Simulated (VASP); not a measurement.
# CuO (C2/c) in VASP: notebook

Aim: see how the results for CuO move with the level of theory and the settings. Levels: RPBE+D3(BJ), b88 exchange, pbe correlation. Tasks: single point.

Everything below comes from runs of VASP 6.6.1. Logs are shortened: lines on timing, memory, paths and dates and some standing lists are left out, and cuts for length are marked.

### Step 1. The cell of the first run

The structure is monoclinic, space group C2/c (No. 15). The conventional cell has a = 4.745 Å, b = 3.468 Å, c = 5.196 Å, α = 90.00°, β = 99.54°, γ = 90.00°. Cu (site symmetry -1) has 4 O at 1.98 to 1.99 Å within 2.6 Å. Within 2.7 Å of O (site symmetry 2) lie 4 Cu at 1.98 to 1.99 Å and 2 O at 2.66 Å.

### Step 2. Single point, RPBE+D3(BJ)

INCAR reads:

```
SYSTEM = CuO
PREC = Accurate
ENCUT = 520
EDIFF = 1E-6
ISMEAR = -1
SIGMA = 0.05
LREAL = .False.
LASPH = .True.
NELM = 100
ALGO = Normal
ISIF = 2
LWAVE = .False.
LCHARG = .False.
GGA = RP
IVDW = 12
NBANDS = 25
```

KPOINTS reads:

```
Automatic mesh
0
Gamma
  10 10 5
  0 0 0
```

POSCAR reads:

```
CuO
1.0
    2.3726673498     -1.7338196878      0.0000000000
    2.3726673498      1.7338196878      0.0000000000
   -0.8612132810      0.0000000000      5.1244279405
Cu O
2 2
Direct
    0.5000000000      0.0000000000      0.5000000000
    0.0000000000      0.5000000000      0.0000000000
    0.4184000000      0.5816000000      0.7500000000
    0.5816000000      0.4184000000      0.2500000000
```

Potentials or basis: VASP PAW PBE potentials, release 64 (Cu, O).

Started as:

```
> cat potpaw_PBE.64/Cu/POTCAR potpaw_PBE.64/O/POTCAR > POTCAR
> mpirun -np 1 vasp_std > vasp.out
```

OUTCAR:

```text
SYSTEM = CuO
   PREC = Accurate
   ENCUT = 520
   EDIFF = 1E-6
   ISMEAR = -1
   LREAL = .False.
   LASPH = .True.
   NELM = 100
   ISIF = 2
   GGA = RP
   IVDW = 12
 IVDW          = 12

 ion  position               nearest neighbor table
   1  0.500  0.000  0.500-   3 1.98   4 1.98   4 1.99   3 1.99
   2  0.000  0.500  0.000-   4 1.98   3 1.98   4 1.99   3 1.99
   3  0.418  0.582  0.750-   2 1.98   1 1.98   2 1.99   1 1.99
   4  0.582  0.418  0.250-   1 1.98   2 1.98   2 1.99   1 1.99

  LATTYP: Found a base centered monoclinic cell.
 ALAT       =     4.7453346996
 B/A-ratio  =     0.7307470590
 C/A-ratio  =     1.0950317057
 COS(beta)  =    -0.1657361228

  Lattice vectors:

 A1 = (   2.3726673498,  -1.7338196878,   0.0000000000)
 A2 = (   2.3726673498,   1.7338196878,   0.0000000000)
 A3 = (  -0.8612132810,   0.0000000000,   5.1244279405)

Analysis of symmetry for initial positions (statically):
=====================================================================
 Subroutine PRICEL returns:
 Original cell was already a primitive cell.

 Routine SETGRP: Setting up the symmetry group for a
 base centered monoclinic supercell.

 Subroutine GETGRP returns: Found  4 space group operations
 (whereof  2 operations were pure point group operations)
 out of a pool of  4 trial point group operations.

The static configuration has the point symmetry S_2 .
 The point group associated with its full space group is C_2h.

Analysis of symmetry for dynamics (positions and initial velocities):
=====================================================================
 Subroutine PRICEL returns:
 Original cell was already a primitive cell.

 Routine SETGRP: Setting up the symmetry group for a
 base centered monoclinic supercell.

 Subroutine GETGRP returns: Found  4 space group operations
 (whereof  2 operations were pure point group operations)
 out of a pool of  4 trial point group operations.

The dynamic configuration has the point symmetry S_2 .
 The point group associated with its full space group is C_2h.

 Subroutine INISYM returns: Found  4 space group operations
 (whereof  2 operations are pure point group operations),
 and found     1 'primitive' translations

----------------------------------------------------------------------------------------

                                     Primitive cell

  volume of cell :      42.1615

  direct lattice vectors                    reciprocal lattice vectors
[... 91 lines left out ...]
   EDIFF  = 0.1E-05   stopping-criterion for ELM
   LREAL  =      F    real-space projection
   EDIFFG = 0.1E-04   stopping-criterion for IOM
   NSW    =      0    number of steps for IOM
   IBRION =     -1    ionic relax: 0-MD 1-quasi-New 2-CG
   NFREE  =      0    steps in history (QN), initial steepest desc. (CG)
   ISIF   =      2    stress and relaxation
   ISYM   =      2    0-nonsym 1-usesym 2-fastsym
   POTIM  = 0.5000    time-step for ionic-motion
   TEBEG  =    0.0;   TEEND  =   0.0 temperature during run
   PSTRESS=    0.0 pullay stress
   NELECT =      34.0000    total number of electrons
   NUPDOWN=      -1.0000    fix difference up-down
   EMIN   =  10.00;   EMAX   =-10.00  energy-range for DOS
   EFERMI =   0.00;   METHOD = LEGACY
   ISMEAR =    -1;   SIGMA  =   0.05  broadening in eV -4-tet -1-fermi 0-gaus
   EFERMI_NEDOS =   21; number of points for ismear=-14 and -15
   IALGO  =     38    algorithm
   IMIX   =      4    mixing-type and parameters
     AMIX     =   0.40;   BMIX     =  1.00
     AMIX_MAG =   1.60;   BMIX_MAG =  1.00
  volume/ion in A,a.u.               =      10.54        71.13
  Fermi-wavevector in a.u.,A,eV,Ry     =   1.523804  2.879572 31.592433  2.321978
  Thomas-Fermi vector in A             =   2.632197
   LORBIT       =      0    0 simple, 1 ext, 2 COOP (PROOUT), +10 PAW based schemes
   GGA     = RP    functional components
   LHFCALC =     F    Hartree Fock is set to
   AEXX    =    0.0000 exact exchange contribution
   IVDW    =    12    specifies the selected vdW correction
   LEPSILON=     F    determine dielectric tensor
   LRPA    =     F    only Hartree local field effects (RPA)
 non-spin polarized calculation
  energy-cutoff  :      520.00
  volume of cell :       42.16
 maximum number of plane-waves:      1159
 NGX is ok and might be reduce to    24
   NGX = 11   NGY = 11   NGZ = 19

 number of electron      34.0000011 magnetization

 Free energy of the ion-electron system (eV)
  ---------------------------------------------------
  ext. energy  EPLUGINS =         0.00000000
  ---------------------------------------------------
  free energy    TOTEN  =       -17.82895034 eV

  energy without entropy =      -17.80908353  energy(sigma->0) =      -17.81901694

 E-fermi :   5.3741     XC(G=0): -11.4766

 val. band max:        5.3712263643   @ k =   0.5000   0.1000   0.2000
 cond. band min:       5.3783035425   @ k =   0.3000   0.2000   0.4000
 fundamental gap:      0.0070771781
 Fermi energy:         5.3741123754

 k-point     1 :       0.0000    0.0000    0.0000
  band No.  band energies     occupation
      1     -14.2913      2.00000
      2     -13.0903      2.00000
      3      -2.3674      2.00000
      4       0.1047      2.00000
      5       0.4873      2.00000
      6       2.2585      2.00000
[... 661 lines left out ...]
     24      18.5559      0.00000
     25      19.6746      0.00000

 [... further k-points ...]

------------------------ aborting loop because EDIFF is reached ----------------------------------------

 Edisp (eV)   -4.40717

 E8    (eV) :    -2.5585

  FORCE on cell =-STRESS in cart. coord.  units (eV):
  Direction    XX          YY          ZZ          XY          YZ          ZX
  --------------------------------------------------------------------------------------
  -------------------------------------------------------------------------------------
  Total      -4.23290    -4.17960    -4.70035     0.00000     0.00000    -0.33844
  in kB    -160.85410  -158.82880  -178.61790     0.00000     0.00000   -12.86086
  external pressure =     -166.10 kB  Pullay stress =        0.00 kB

 VOLUME and BASIS-vectors are now :
 -----------------------------------------------------------------------------
  energy-cutoff  :      520.00
  volume of cell :       42.16
      direct lattice vectors                 reciprocal lattice vectors
     2.372667350 -1.733819688  0.000000000     0.210733291 -0.288380622  0.035415916
     2.372667350  1.733819688  0.000000000     0.210733291  0.288380622  0.035415916
    -0.861213281  0.000000000  5.124427941     0.000000000  0.000000000  0.195143733

 POSITION                                       TOTAL-FORCE (eV/Angst)
 -----------------------------------------------------------------------------------
      0.75573     -0.86691      2.56221         0.000000     -0.000000     -0.000000
      1.18633      0.86691      0.00000         0.000000     -0.000000     -0.000000
      1.72676      0.28296      3.84332        -0.000000     -0.212977      0.000000
      2.15736     -0.28296      1.28111         0.000000      0.212977     -0.000000
 -----------------------------------------------------------------------------------
    total drift:                                0.000000      0.000000     -0.000000

  FREE ENERGIE OF THE ION-ELECTRON SYSTEM (eV)
  ---------------------------------------------------
  free  energy   TOTEN  =       -22.2361206603 eV

  energy  without entropy=      -22.2162538461  energy(sigma->0) =      -22.22618725
```

OSZICAR:

```text
N       E                     dE             d eps       ncg     rms          rms(c)
DAV:   1     0.296567962435E+03    0.29657E+03   -0.16550E+04  7570   0.214E+03
DAV:   2     0.132694120319E+02   -0.28330E+03   -0.26110E+03  7178   0.395E+02
DAV:   3    -0.226051988522E+02   -0.35875E+02   -0.33799E+02  8827   0.155E+02
DAV:   4    -0.238476883635E+02   -0.12425E+01   -0.12357E+01  8621   0.309E+01
DAV:   5    -0.238703719514E+02   -0.22684E-01   -0.22673E-01  9205   0.372E+00    0.172E+01
DAV:   6    -0.213121917164E+02    0.25582E+01   -0.34329E+01 10065   0.145E+02    0.135E+01
DAV:   7    -0.177531979416E+02    0.35590E+01   -0.97197E+00  8558   0.113E+02    0.264E+00
DAV:   8    -0.178550242101E+02   -0.10183E+00   -0.15176E+00  7592   0.853E+00    0.160E+00
DAV:   9    -0.178322650265E+02    0.22759E-01   -0.65226E-02 11912   0.623E+00    0.483E-01
DAV:  10    -0.178288223473E+02    0.34427E-02   -0.13195E-02 10666   0.200E+00    0.292E-01
DAV:  11    -0.178289002954E+02   -0.77948E-04   -0.55294E-03 10380   0.654E-01    0.601E-02
DAV:  12    -0.178289055419E+02   -0.52465E-05   -0.24703E-04  9357   0.178E-01    0.303E-02
DAV:  13    -0.178289515842E+02   -0.46042E-04   -0.12007E-04 10728   0.112E-01    0.119E-02
DAV:  14    -0.178289502337E+02    0.13504E-05   -0.31021E-06  8123   0.481E-02    0.578E-03
DAV:  15    -0.178289503439E+02   -0.11012E-06   -0.31992E-06  6635   0.177E-02
   1 F= -.22236121E+02 E0= -.22226187E+02  d E =-.198668E-01
```

Run time: 2.4 min. Hardware: 1 thread of Intel Xeon 8259CL, shared host; peak memory 0.23 GiB.

Results:

```yaml
Free_energy: -22.2361 eV
Pressure: -16.6 GPa
Largest_force: 0.213 eV/Å
Band_gap_on_the_k_mesh: zero (bands 17 and 18 overlap by 0.60 eV)
Dispersion_energy_per_atom: -1.102 eV
```

Forces in eV/Å, atoms in the order of the input:
```
Cu   0.000  0.000  0.000
Cu   0.000  0.000  0.000
O    0.000 -0.213  0.000
O    0.000  0.213  0.000
```

Stress tensor (GPa, compression positive):
```
-16.09   0.00  -1.29
  0.00 -15.88   0.00
 -1.29   0.00 -17.86
```

Levels at points of the mesh, in eV from the Fermi level:
```
           k point  band 15  band 16  band 17  band 18  band 19  band 20
(0.00, 0.00, 0.00)    -2.06    -1.59     0.20     0.90     1.63     6.08
(0.50, 0.00, 0.00)    -1.43    -1.36     0.01     0.26     4.98     6.24
(0.50, 0.50, 0.00)    -1.63    -1.18    -0.63     1.03     3.54     7.06
```

Caveat: the cell stands under tension; the dispersion term is far too large for a dense solid, which distorts pressure and volume; the PAW data sets were made with another functional, which shifts forces and pressure a little; semilocal functionals often make such compounds metallic where correlation or magnetic order opens a gap, which also shifts bond lengths.

### Step 3. Single point, RPBE+D3(BJ)

This run uses another cell than the first one, of 10.74 Å³/atom.

INCAR reads:

```
SYSTEM = CuO
ALGO = Normal
EDIFF = 1E-7
ENCUT = 520
GGA = RP
ISIF = 2
ISMEAR = -1
IVDW = 12
LASPH = .TRUE.
LCHARG = .TRUE.
LELF = .TRUE.
LREAL = .FALSE.
LVHAR = .TRUE.
LWAVE = .FALSE.
NBANDS = 25
NELM = 100
PREC = Accurate
SIGMA = 0.05
```

KPOINTS reads:

```
k-points
0
G
  10 10 5
  0 0 0
```

POSCAR reads:

```
CuO
1.0
    2.3877802882     -1.7448634230      0.0000000000
    2.3877802882      1.7448634230      0.0000000000
   -0.8666988638      0.0000000000      5.1570684890
Cu O
2 2
Direct
    0.5000000000      0.0000000000      0.5000000000
    0.0000000000      0.5000000000      0.0000000000
    0.4184000000      0.5816000000      0.7500000000
    0.5816000000      0.4184000000      0.2500000000
```

Potentials or basis: VASP PAW PBE potentials, release 64 (Cu, O).

Started as:

```
> cat potpaw_PBE.64/Cu/POTCAR potpaw_PBE.64/O/POTCAR > POTCAR
> mpirun -np 1 vasp_std > vasp.out
```

OUTCAR:

```text
SYSTEM = CuO
   EDIFF = 1E-7
   ENCUT = 520
   GGA = RP
   ISIF = 2
   ISMEAR = -1
   IVDW = 12
   LASPH = .TRUE.
   LREAL = .FALSE.
   NELM = 100
   PREC = Accurate
 IVDW          = 12

 ion  position               nearest neighbor table
   1  0.500  0.000  0.500-   3 1.99   4 1.99   4 2.00   3 2.00
   2  0.000  0.500  0.000-   4 1.99   3 1.99   4 2.00   3 2.00
   3  0.418  0.582  0.750-   2 1.99   1 1.99   2 2.00   1 2.00
   4  0.582  0.418  0.250-   1 1.99   2 1.99   2 2.00   1 2.00

  LATTYP: Found a base centered monoclinic cell.
 ALAT       =     4.7755605764
 B/A-ratio  =     0.7307470589
 C/A-ratio  =     1.0950317057
 COS(beta)  =    -0.1657361228

  Lattice vectors:

 A1 = (   2.3877802882,  -1.7448634230,   0.0000000000)
 A2 = (   2.3877802882,   1.7448634230,   0.0000000000)
 A3 = (  -0.8666988638,   0.0000000000,   5.1570684890)

Analysis of symmetry for initial positions (statically):
=====================================================================
 Subroutine PRICEL returns:
 Original cell was already a primitive cell.

 Routine SETGRP: Setting up the symmetry group for a
 base centered monoclinic supercell.

 Subroutine GETGRP returns: Found  4 space group operations
 (whereof  2 operations were pure point group operations)
 out of a pool of  4 trial point group operations.

The static configuration has the point symmetry S_2 .
 The point group associated with its full space group is C_2h.

Analysis of symmetry for dynamics (positions and initial velocities):
=====================================================================
 Subroutine PRICEL returns:
 Original cell was already a primitive cell.

 Routine SETGRP: Setting up the symmetry group for a
 base centered monoclinic supercell.

 Subroutine GETGRP returns: Found  4 space group operations
 (whereof  2 operations were pure point group operations)
 out of a pool of  4 trial point group operations.

The dynamic configuration has the point symmetry S_2 .
[... 121 lines left out ...]
   IALGO  =     38    algorithm
   IMIX   =      4    mixing-type and parameters
     AMIX     =   0.40;   BMIX     =  1.00
     AMIX_MAG =   1.60;   BMIX_MAG =  1.00
  volume/ion in A,a.u.               =      10.74        72.50
  Fermi-wavevector in a.u.,A,eV,Ry     =   1.514159  2.861346 31.193784  2.292678
  Thomas-Fermi vector in A             =   2.623854
   LORBIT       =      0    0 simple, 1 ext, 2 COOP (PROOUT), +10 PAW based schemes
   GGA     = RP    functional components
   LHFCALC =     F    Hartree Fock is set to
   AEXX    =    0.0000 exact exchange contribution
   IVDW    =    12    specifies the selected vdW correction
   LEPSILON=     F    determine dielectric tensor
   LRPA    =     F    only Hartree local field effects (RPA)
 non-spin polarized calculation
  energy-cutoff  :      520.00
  volume of cell :       42.97
 maximum number of plane-waves:      1175
 NGX is ok and might be reduce to    24
   NGX = 11   NGY = 11   NGZ = 19

 number of electron      34.0000007 magnetization

 Free energy of the ion-electron system (eV)
  ---------------------------------------------------
  ext. energy  EPLUGINS =         0.00000000
  ---------------------------------------------------
  free energy    TOTEN  =       -17.84706489 eV

  energy without entropy =      -17.82693032  energy(sigma->0) =      -17.83699760

 E-fermi :   5.1273     XC(G=0): -11.3665

 val. band max:        5.1202636626   @ k =   0.5000   0.1000   0.2000
 cond. band min:       5.1303967475   @ k =   0.3000   0.2000   0.4000
 fundamental gap:      0.0101330848
 Fermi energy:         5.1272554846

 k-point     1 :       0.0000    0.0000    0.0000
  band No.  band energies     occupation
      1     -14.3675      2.00000
      2     -13.2149      2.00000
      3      -2.4289      2.00000
      4      -0.0064      2.00000
      5       0.3707      2.00000
      6       2.1004      2.00000
[... 661 lines left out ...]
     24      18.1746      0.00000
     25      19.3253      0.00000

 [... further k-points ...]

------------------------ aborting loop because EDIFF is reached ----------------------------------------

 Edisp (eV)   -4.30004

 E8    (eV) :    -2.4921

  FORCE on cell =-STRESS in cart. coord.  units (eV):
  Direction    XX          YY          ZZ          XY          YZ          ZX
  --------------------------------------------------------------------------------------
  -------------------------------------------------------------------------------------
  Total      -4.99730    -4.70524    -5.54950     0.00000     0.00000    -0.23787
  in kB    -186.31891  -175.42990  -206.90737     0.00000     0.00000    -8.86873
  external pressure =     -189.55 kB  Pullay stress =        0.00 kB

 VOLUME and BASIS-vectors are now :
 -----------------------------------------------------------------------------
  energy-cutoff  :      520.00
  volume of cell :       42.97
      direct lattice vectors                 reciprocal lattice vectors
     2.387780288 -1.744863423  0.000000000     0.209399501 -0.286555379  0.035191759
     2.387780288  1.744863423  0.000000000     0.209399501  0.286555379  0.035191759
    -0.866698864  0.000000000  5.157068489     0.000000000  0.000000000  0.193908613

 POSITION                                       TOTAL-FORCE (eV/Angst)
 -----------------------------------------------------------------------------------
      0.76054     -0.87243      2.57853        -0.000000     -0.000000     -0.000000
      1.19389      0.87243      0.00000        -0.000000      0.000000     -0.000000
      1.73776      0.28476      3.86780        -0.000000     -0.266685     -0.000000
      2.17111     -0.28476      1.28927         0.000000      0.266685      0.000000
 -----------------------------------------------------------------------------------
    total drift:                                0.000000      0.000000     -0.000000

  FREE ENERGIE OF THE ION-ELECTRON SYSTEM (eV)
  ---------------------------------------------------
  free  energy   TOTEN  =       -22.1471043344 eV

  energy  without entropy=      -22.1269697617  energy(sigma->0) =      -22.13703705
```

Wall time 2.6 min (1 thread of Intel Xeon 8259CL, shared host); peak memory 0.24 GiB.

Results:

```yaml
Free_energy: -22.1471 eV
Pressure: -19.0 GPa
Largest_force: 0.267 eV/Å
Band_gap_on_the_k_mesh: zero (bands 17 and 18 overlap by 0.60 eV)
Dispersion_energy_per_atom: -1.075 eV
```

Forces on the atoms (eV/Å):
```
Cu   0.000  0.000  0.000
Cu   0.000  0.000  0.000
O    0.000 -0.267  0.000
O    0.000  0.267  0.000
```

Levels at points of the mesh, in eV from the Fermi level:
```csv
k point,band 13,band 14,band 15,band 16,band 17,band 18,band 19,band 20,band 21,band 22
"(0.00, 0.00, 0.00)",-2.20,-2.06,-2.01,-1.55,0.20,0.89,1.57,6.06,7.90,13.23
"(0.50, 0.00, 0.00)",-1.91,-1.49,-1.39,-1.32,0.01,0.26,4.98,6.17,6.77,10.91
"(0.50, 0.50, 0.00)",-1.99,-1.97,-1.62,-1.15,-0.62,1.01,3.59,6.99,8.52,9.68
```

Caveat: the cell stands under tension; the dispersion term is far too large for a dense solid, which distorts pressure and volume; the PAW data sets were made with another functional, which shifts forces and pressure a little; semilocal functionals often make such compounds metallic where correlation or magnetic order opens a gap, which also shifts bond lengths. With open d or f shells a metallic result of RPBE can be an artefact of self-interaction; +U or a hybrid may open a gap.

(Part 1 of 2 ends here.)
